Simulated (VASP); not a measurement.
# ScAl3 (Pm-3m) in VASP: further runs

Runs on ScAl3. Level: PBEsol. Tasks: single point.

All numbers are computed with VASP 6.6.1; they aren't measurements. Logs are shortened: lines on timing, memory, paths and dates and some standing lists are left out, and cuts for length are marked.

### 1 The cell of the first run

The structure is cubic, space group Pm-3m (No. 221). The conventional cell has a = 4.119 Å, b = 4.119 Å, c = 4.119 Å, α = 90.00°, β = 90.00°, γ = 90.00°. Within 3.8 Å of Sc (site symmetry m-3m) lie 12 Al at 2.91 Å. Al (site symmetry 4/mmm) has 4 Sc at 2.91 Å and 8 Al at 2.91 Å within 3.8 Å.

### 2 Single point, PBEsol

INCAR

```
SYSTEM = ScAl3
PREC = Accurate
ENCUT = 520
EDIFF = 1E-6
ISMEAR = 0
SIGMA = 0.1
LREAL = .False.
LASPH = .True.
NELM = 80
ALGO = Fast
ISIF = 2
LWAVE = .False.
LCHARG = .True.
GGA = PS
LELF = .True.
LVHAR = .True.
NBANDS = 18
```

KPOINTS

```
regular mesh
0
Gamma
  10 10 10
  0 0 0
```

POSCAR

```
ScAl3
1.0
    4.1190508825      0.0000000000      0.0000000000
    0.0000000000      4.1190508825      0.0000000000
    0.0000000000      0.0000000000      4.1190508825
Sc Al
1 3
Direct
    0.0000000000      0.0000000000      0.0000000000
    0.5000000000      0.0000000000      0.5000000000
    0.0000000000      0.5000000000      0.5000000000
    0.5000000000      0.5000000000      0.0000000000
```

Potentials or basis: VASP PAW PBE potentials, release 64 (Sc_sv, Al).

Command:

```sh
$ cat potpaw_PBE.64/Sc_sv/POTCAR potpaw_PBE.64/Al/POTCAR > POTCAR
$ mpirun -np 1 vasp_std > vasp.out
```

OUTCAR:

```text
SYSTEM = ScAl3
   PREC = Accurate
   ENCUT = 520
   EDIFF = 1E-6
   ISMEAR = 0
   LREAL = .False.
   LASPH = .True.
   NELM = 80
   ISIF = 2
   GGA = PS

 ion  position               nearest neighbor table
   1  0.000  0.000  0.000-   2 2.91   3 2.91   4 2.91   2 2.91   3 2.91   3 2.91   4 2.91   3 2.91
                             2 2.91   4 2.91   2 2.91   4 2.91
   2  0.500  0.000  0.500-   1 2.91   3 2.91   4 2.91   1 2.91   4 2.91   3 2.91   4 2.91   4 2.91
                             1 2.91   3 2.91   1 2.91   3 2.91
   3  0.000  0.500  0.500-   1 2.91   2 2.91   4 2.91   1 2.91   4 2.91   1 2.91   2 2.91   1 2.91
                             2 2.91   4 2.91   4 2.91   2 2.91
   4  0.500  0.500  0.000-   1 2.91   2 2.91   3 2.91   2 2.91   3 2.91   1 2.91   2 2.91   2 2.91
                             1 2.91   3 2.91   3 2.91   1 2.91

  LATTYP: Found a simple cubic cell.
 ALAT       =     4.1190508825

  Lattice vectors:

 A1 = (   4.1190508825,   0.0000000000,   0.0000000000)
 A2 = (   0.0000000000,   4.1190508825,   0.0000000000)
 A3 = (   0.0000000000,   0.0000000000,   4.1190508825)

Analysis of symmetry for initial positions (statically):
=====================================================================
 Subroutine PRICEL returns:
 Original cell was already a primitive cell.

 Routine SETGRP: Setting up the symmetry group for a
 simple cubic supercell.

 Subroutine GETGRP returns: Found 48 space group operations
 (whereof 48 operations were pure point group operations)
 out of a pool of 48 trial point group operations.

The static configuration has the point symmetry O_h .

Analysis of symmetry for dynamics (positions and initial velocities):
=====================================================================
 Subroutine PRICEL returns:
 Original cell was already a primitive cell.

 Routine SETGRP: Setting up the symmetry group for a
 simple cubic supercell.

 Subroutine GETGRP returns: Found 48 space group operations
 (whereof 48 operations were pure point group operations)
 out of a pool of 48 trial point group operations.

The dynamic configuration has the point symmetry O_h .

 Subroutine INISYM returns: Found 48 space group operations
 (whereof 48 operations are pure point group operations),
 and found     1 'primitive' translations

----------------------------------------------------------------------------------------

                                     Primitive cell

  volume of cell :      69.8862

  direct lattice vectors                    reciprocal lattice vectors
     4.119050882  0.000000000  0.000000000     0.242774374  0.000000000  0.000000000
     0.000000000  4.119050882  0.000000000     0.000000000  0.242774374  0.000000000
     0.000000000  0.000000000  4.119050882     0.000000000  0.000000000  0.242774374

  length of vectors
     4.119050882  4.119050882  4.119050882     0.242774374  0.242774374  0.242774374

  position of ions in fractional coordinates (direct lattice)
     0.000000000  0.000000000  0.000000000
     0.500000000  0.000000000  0.500000000
     0.000000000  0.500000000  0.500000000
     0.500000000  0.500000000  0.000000000

  ion indices of the primitive-cell ions
   primitive index   ion index
                 1           1
                 2           2
                 3           3
                 4           4

----------------------------------------------------------------------------------------

 KPOINTS: regular mesh

Automatic generation of k-mesh.
 Grid dimensions read from file:
 generate k-points for:   10   10   10

 Generating k-lattice:

  Cartesian coordinates                     Fractional coordinates (reciprocal lattice)
     0.024277437  0.000000000  0.000000000     0.100000000  0.000000000  0.000000000
     0.000000000  0.024277437  0.000000000     0.000000000  0.100000000  0.000000000
     0.000000000  0.000000000  0.024277437     0.000000000  0.000000000  0.100000000

  Length of vectors
     0.024277437  0.024277437  0.024277437

  Shift w.r.t. Gamma in fractional coordinates (k-lattice)
     0.000000000  0.000000000  0.000000000

 Subroutine IBZKPT returns following result:
 ===========================================

 Found     56 irreducible k-points:

 Following reciprocal coordinates:
            Coordinates               Weight
  0.000000  0.000000  0.000000      1.000000
  0.100000  0.000000  0.000000      6.000000
  0.200000  0.000000  0.000000      6.000000
  0.300000  0.000000  0.000000      6.000000
  0.400000  0.000000  0.000000      6.000000
  0.500000  0.000000  0.000000      3.000000
[... 16 lines left out ...]
  0.200000  0.100000  0.100000     24.000000
  0.300000  0.100000  0.100000     24.000000
 [... further k-points ...]
   k-points           NKPTS =     56   k-points in BZ     NKDIM =     56   number of bands    NBANDS=     18
   number of dos      NEDOS =    301   number of ions     NIONS =      4
   total plane-waves  NPLWV =  32768
   dimension x,y,z NGX =    32 NGY =   32 NGZ =   32
   dimension x,y,z NGXF=    64 NGYF=   64 NGZF=   64
   ions per type =               1   3
   NGX,Y,Z   is equivalent  to a cutoff of  12.92, 12.92, 12.92 a.u.
   NGXF,Y,Z  is equivalent  to a cutoff of  25.83, 25.83, 25.83 a.u.
 SYSTEM =  ScAl3
   PREC   = accura    normal or accurate (medium, high low for compatibility)
   ISTART =      0    job   : 0-new  1-cont  2-samecut
   ICHARG =      2    charge: 1-file 2-atom 10-const
   ISPIN  =      1    spin polarized calculation?
   LNONCOLLINEAR =      F non collinear calculations
   LSORBIT =      F    spin-orbit coupling
   LASPH  =      T    aspherical Exc in radial PAW
   ENCUT  =  520.0 eV  38.22 Ry    6.18 a.u.   7.66  7.66  7.66*2*pi/ulx,y,z
   NELM   =     80;   NELMIN=  2; NELMDL= -5     # of ELM steps
   EDIFF  = 0.1E-05   stopping-criterion for ELM
   LREAL  =      F    real-space projection
   EDIFFG = 0.1E-04   stopping-criterion for IOM
   NSW    =      0    number of steps for IOM
   IBRION =     -1    ionic relax: 0-MD 1-quasi-New 2-CG
   NFREE  =      0    steps in history (QN), initial steepest desc. (CG)
   ISIF   =      2    stress and relaxation
   ISYM   =      2    0-nonsym 1-usesym 2-fastsym
   POTIM  = 0.5000    time-step for ionic-motion
   TEBEG  =    0.0;   TEEND  =   0.0 temperature during run
   PSTRESS=    0.0 pullay stress
   NELECT =      20.0000    total number of electrons
   NUPDOWN=      -1.0000    fix difference up-down
   EMIN   =  10.00;   EMAX   =-10.00  energy-range for DOS
   EFERMI =   0.00;   METHOD = LEGACY
   ISMEAR =     0;   SIGMA  =   0.10  broadening in eV -4-tet -1-fermi 0-gaus
   EFERMI_NEDOS =   21; number of points for ismear=-14 and -15
   IALGO  =     68    algorithm
   IMIX   =      4    mixing-type and parameters
     AMIX     =   0.40;   BMIX     =  1.00
     AMIX_MAG =   1.60;   BMIX_MAG =  1.00
  volume/ion in A,a.u.               =      17.47       117.90
  Fermi-wavevector in a.u.,A,eV,Ry     =   1.078833  2.038699 15.835566  1.163881
  Thomas-Fermi vector in A             =   2.214782
   LORBIT       =      0    0 simple, 1 ext, 2 COOP (PROOUT), +10 PAW based schemes
   GGA     = PS    functional components
   LHFCALC =     F    Hartree Fock is set to
   AEXX    =    0.0000 exact exchange contribution
   IVDW    =     0    specifies the selected vdW correction
   LEPSILON=     F    determine dielectric tensor
   LRPA    =     F    only Hartree local field effects (RPA)
 non-spin polarized calculation
 RMM-DIIS sequential band-by-band and
 Gauss-broadening in eV      SIGMA  =   0.10
  energy-cutoff  :      520.00
  volume of cell :       69.89
 maximum number of plane-waves:      1924
 NGX is ok and might be reduce to    32
   NGX = 15   NGY = 15   NGZ = 15

 number of electron      19.9999995 magnetization

 Free energy of the ion-electron system (eV)
  ---------------------------------------------------
  ext. energy  EPLUGINS =         0.00000000
  ---------------------------------------------------
  free energy    TOTEN  =       -20.74530739 eV

  energy without entropy =      -20.73878474  energy(sigma->0) =      -20.74204606

 E-fermi :   7.0088     XC(G=0): -10.4099

 val. band max:        6.9528172910   @ k =   0.5000   0.1000   0.1000
 cond. band min:       7.0180274682   @ k =   0.3000   0.0000   0.0000
 fundamental gap:      0.0652101771
 Fermi energy:         7.0088032743

 k-point     1 :       0.0000    0.0000    0.0000
  band No.  band energies     occupation
      1     -41.8230      2.00000
      2     -20.6128      2.00000
      3     -20.6128      2.00000
      4     -20.6128      2.00000
      5      -2.9046      2.00000
      6       4.3995      2.00000
[... 10 lines left out ...]
     17      12.1975      0.00000
     18      12.1975      0.00000

 k-point     2 :       0.1000    0.0000    0.0000
  band No.  band energies     occupation
      1     -41.8229      2.00000
      2     -20.6157      2.00000
      3     -20.6126      2.00000
      4     -20.6126      2.00000
      5      -2.8139      2.00000
      6       3.6336      2.00000
[... 10 lines left out ...]
     17      12.2686      0.00000
     18      12.2693      0.00000

 k-point     3 :       0.2000    0.0000    0.0000
  band No.  band energies     occupation
      1     -41.8226      2.00000
      2     -20.6231      2.00000
      3     -20.6120      2.00000
      4     -20.6120      2.00000
      5      -2.5446      2.00000
      6       2.4926      2.00000
[... 10 lines left out ...]
     17      12.1323      0.00000
     18      12.1684      0.00000

 k-point     4 :       0.3000    0.0000    0.0000
  band No.  band energies     occupation
      1     -41.8223      2.00000
      2     -20.6323      2.00000
      3     -20.6113      2.00000
      4     -20.6113      2.00000
      5      -2.1061      2.00000
      6       1.3691      2.00000
[... 375 lines left out ...]
      4     -20.6150      2.00000
      5      -2.6341      2.00000
      6       3.6188      2.00000
[... 10 lines left out ...]
     17      12.4250      0.00000
     18      12.7014      0.00000

 k-point    23 :       0.2000    0.1000    0.1000
  band No.  band energies     occupation
      1     -41.8224      2.00000
      2     -20.6226      2.00000
      3     -20.6147      2.00000
      4     -20.6144      2.00000
      5      -2.3679      2.00000
      6       2.6218      2.00000
[... 10 lines left out ...]
     17      11.8914      0.00000
     18      12.2978      0.00000

 k-point    24 :       0.3000    0.1000    0.1000
  band No.  band energies     occupation
      1     -41.8220      2.00000
      2     -20.6317      2.00000
      3     -20.6139      2.00000
      4     -20.6136      2.00000
      5      -1.9350      2.00000
      6       1.5202      2.00000
[... 10 lines left out ...]
     17      11.7195      0.00000
     18      12.4710      0.00000

 [... further k-points ...]

------------------------ aborting loop because EDIFF is reached ----------------------------------------

  FORCE on cell =-STRESS in cart. coord.  units (eV):
  Direction    XX          YY          ZZ          XY          YZ          ZX
  --------------------------------------------------------------------------------------
  -------------------------------------------------------------------------------------
  Total       -1.2784174     -1.2784174     -1.2784174      0.0000000      0.0000000      0.0000000
  in kB      -29.3083784    -29.3083784    -29.3083784      0.0000000      0.0000000      0.0000000
  external PRESSURE =     -29.3083784 kB  Pullay stress =       0.0000000 kB

 VOLUME and BASIS-vectors are now :
 -----------------------------------------------------------------------------
  energy-cutoff  :      520.00
  volume of cell :       69.89
      direct lattice vectors                 reciprocal lattice vectors
     4.119050882  0.000000000  0.000000000     0.242774374  0.000000000  0.000000000
     0.000000000  4.119050882  0.000000000     0.000000000  0.242774374  0.000000000
     0.000000000  0.000000000  4.119050882     0.000000000  0.000000000  0.242774374

 POSITION                                       TOTAL-FORCE (eV/Angst)
 -----------------------------------------------------------------------------------
      0.00000      0.00000      0.00000         0.000000      0.000000      0.000000
      2.05953      0.00000      2.05953         0.000000      0.000000      0.000000
      0.00000      2.05953      2.05953         0.000000      0.000000      0.000000
      2.05953      2.05953      0.00000         0.000000      0.000000      0.000000
 -----------------------------------------------------------------------------------
    total drift:                               -0.000000      0.000000      0.000000

  FREE ENERGIE OF THE ION-ELECTRON SYSTEM (eV)
  ---------------------------------------------------
  free  energy   TOTEN  =       -20.7453073860 eV

  energy  without entropy=      -20.7387847395  energy(sigma->0) =      -20.74204606
```

Run time: 33 s. Hardware: 1 thread of Intel Xeon 6975P-C (Granite Rapids), shared host; peak memory 0.21 GiB.

What came out:

```yaml
Free_energy: -20.7453 eV
Pressure: -2.9 GPa
Band_gap_on_the_k_mesh: zero (band 10 reaches 7.77 eV, above the bottom of band 11 at 4.08 eV)
```

Caveat: the PAW data sets were made with another functional, which shifts forces and pressure a little.

### 3 Single point, PBEsol

This run uses another cell than the first one, of 12.05 Å³/atom, 0.689 times its volume.

INCAR

```
PREC = Accurate
ENCUT = 520
EDIFF = 1E-7
ISMEAR = 0
SIGMA = 0.1
LREAL = False
LASPH = True
NELM = 60
ALGO = Fast
ISIF = 2
LWAVE = False
LCHARG = False
GGA = PS
NBANDS = 18
```

KPOINTS

```
regular mesh
0
Gamma
  12 12 12
```

POSCAR

```
ScAl3
1.0
    3.6389045319      0.0000000000      0.0000000000
    0.0000000000      3.6389045319      0.0000000000
    0.0000000000      0.0000000000      3.6389045319
Sc Al
1 3
Direct
    0.0000000000      0.0000000000      0.0000000000
    0.5000000000      0.0000000000      0.5000000000
    0.0000000000      0.5000000000      0.5000000000
    0.5000000000      0.5000000000      0.0000000000
```

Potentials or basis: VASP PAW PBE potentials, release 64 (Sc_sv, Al).

Command:

```sh
$ cat potpaw_PBE.64/Sc_sv/POTCAR potpaw_PBE.64/Al/POTCAR > POTCAR
$ mpirun -np 1 vasp_std > vasp.out
```

Run time: 36 s. Hardware: 1 thread of Intel Xeon 6975P-C (Granite Rapids), shared host; peak memory 0.2 GiB.

Results (log left out):

```
Free energy            : -17.9824 eV
Pressure               : 60.5 GPa
Band gap on the k mesh : zero (band 10 reaches 12.19 eV, above the bottom of band 11 at 7.75 eV)
```

Levels at points of the mesh, in eV from the Fermi level:
```tsv
k point	band 7	band 8	band 9	band 10	band 11	band 12	band 13	band 14
(0.00, 0.00, 0.00)	-3.19	-1.69	-1.69	-1.69	1.20	1.43	1.43	1.43
(0.50, 0.00, 0.00)	-2.28	-2.21	-2.21	1.51	1.83	1.83	2.04	3.13
(0.50, 0.50, 0.00)	-5.88	-5.08	-0.75	-0.75	1.40	1.81	2.96	3.54
(0.50, 0.50, 0.50)	-5.38	-5.38	-2.92	-2.92	-2.92	2.13	3.62	3.62
```

Caveat: the PAW data sets were made with another functional, which shifts forces and pressure a little.

[end of part 1 of 2]
